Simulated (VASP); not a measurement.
Input of a VASP 6.6.1 run:

The input INCAR:

```
PREC     = Accurate       # precision mode
ENCUT    = 520            # plane-wave cutoff, eV
EDIFF    = 1E-6           # SCF threshold, eV
ISMEAR   = 0              # smearing method
SIGMA    = 0.02           # smearing width, eV
LREAL    = False          # projectors in reciprocal space
LASPH    = True           # aspherical terms in the spheres
NELM     = 120            # most SCF steps
ALGO     = Normal         # electronic algorithm
ISIF     = 2              # what is computed and relaxed
LWAVE    = False          # write WAVECAR
LCHARG   = False          # write CHGCAR
LDIPOL   = True         
IDIPOL   = 3            
DIPOL    = 0.5 0.5 0.500
GGA      = PE             # functional
NBANDS   = 22             # bands
GGA_COMPAT= False        
NELMDL   = -8
```

File KPOINTS:

```
regular mesh
0
Gamma
  9 9 1
```

File POSCAR:

```
As
1.0
    3.5550000000      0.0000000000      0.0000000000
   -1.7775000000      3.0787203105      0.0000000000
    0.0000000000      0.0000000000     28.0000000000
As
2
Direct
    0.3333333333      0.6666666667      0.5212857143
    0.6666666667      0.3333333333      0.4787142857
```

Potentials or basis: VASP PAW PBE potentials, release 64 (As_d).

The run is started by

```console
$ cat potpaw_PBE.64/As_d/POTCAR > POTCAR
$ mpirun -np 1 vasp_std > vasp.out
```

Question: Predict the band gap on the k mesh.

Answer: 1.39 eV, indirect (least direct gap 1.53 eV).

Question: What does it give for the largest force?

Answer: 3.045 eV/Å.

Forces on the atoms (eV/Å):
```
As   0.000  0.000  3.045
As   0.000  0.000 -3.045
```
